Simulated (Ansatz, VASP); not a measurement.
**Two plane-wave programs on Pd**

File INCAR:

```
PREC = Accurate
ENCUT = 520
EDIFF = 1E-6
ISMEAR = -1
SIGMA = 0.05
LREAL = F
LASPH = T
NELM = 150
ALGO = Normal
ISIF = 2
LWAVE = F
LCHARG = F
ISPIN = 2
MAGMOM = 0.5 -0.5
LORBIT = 11
LMAXMIX = 4
GGA = RP
NBANDS = 21
```

KPOINTS

```
Automatic mesh
0
Gamma
  11 11 11
```

Contents of POSCAR:

```
Pd
1.0
    3.0811483401      0.0000000000      0.0000000000
    0.0000000000      3.0811483401      0.0000000000
    0.0000000000      0.0000000000      3.0811483401
Pd
2
Direct
    0.0000000000      0.0000000000      0.0000000000
    0.5000000000      0.5000000000      0.5000000000
```

Input for Ansatz:

```yaml
crystal:
  lattice:
    - [3.0811483401, 0.0, 0.0]
    - [0.0, 3.0811483401, 0.0]
    - [0.0, 0.0, 3.0811483401]
  atoms:
    - { symbol: Pd, position: [0.0, 0.0, 0.0], spin: 0.5 }
    - { symbol: Pd, position: [0.5, 0.5, 0.5], spin: -0.5 }
hamiltonian:
  xc: rpbe
  pseudopotentials:
    kind: paw
    azcp:
      Pd: "pseudopotentials/Pd.paw.azcp"
basis:
  ecutwfc: 420
  fft_grid_basis: typed
kpoints:
  mp_grid: { grid: [11, 11, 11], shift: [0, 0, 0] }
magnetization:
  spin_polarized: true
scf:
  occupations: { method: fermi_dirac, width: 0.05 }
  lower_state_search: "off"
output:
  stress: true
```

Alike in both runs: task single point; functional RPBE; k mesh 11 × 11 × 11; occupations fermi-dirac, width 0.05 eV; collinear spin.

|  | VASP | Ansatz |
| --- | --- | --- |
| version | VASP 6.6.1 | Ansatz 0.2.0 |
| potentials or method | VASP PAW PBE potentials, release 64 (Pd), cutoff 520 eV | plane waves (420 eV) with PAW, scalar-relativistic |
| valence electrons in the cell | 20 | 36 |

VASP gave:

| Item | Value |
| --- | --- |
| pressure (GPa) | 14.8 |
| net moment per atom (μB) | 0.00 |

Problem. Estimate Ansatz's values.

Solution. Pressure (GPa): 15.2; net moment per atom (μB): 0.00.

VASP's potentials were made for PBE, not for RPBE. VASP's potentials hold 20 valence electrons a cell and Ansatz's 36, so a difference there can come from the potentials and not from the codes. Ansatz's warnings: seeded moment not kept.
